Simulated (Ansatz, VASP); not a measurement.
## Mo in VASP and in Ansatz

```
Mo
1.0
     2.73233    0.00000    0.00000
    -1.36617    2.36627    0.00000
     0.00000    0.00000    4.83547
Mo
2
Direct
  0.33333 0.66667 0.25000
  0.66667 0.33333 0.75000
```

Alike in both runs: functional PBE; dispersion D3(BJ); k mesh 18 × 18 × 10; occupations gaussian, width 0.1 eV; no spin polarisation.

Ansatz relaxed the structure, and its values are those at the end. VASP's run is a single point on that final structure, the one shown.

|  | VASP | Ansatz |
| --- | --- | --- |
| version | VASP 6.6.1 | Ansatz 0.2.0 |
| potentials or method | VASP PAW PBE potentials, release 64 (Mo_sv), cutoff 500 eV | scalar-relativistic, plane waves, PAW |
| valence electrons in the cell | 28 | 28 |

Ansatz gave:

- gap on the k mesh at the Fermi level (eV): none
- pressure (GPa): 0.0

What did VASP give for the same quantities?

gap on the k mesh at the Fermi level (eV): none; pressure (GPa): 0.5.

A gap of «none» marks a metal or a gap that the smearing closes.
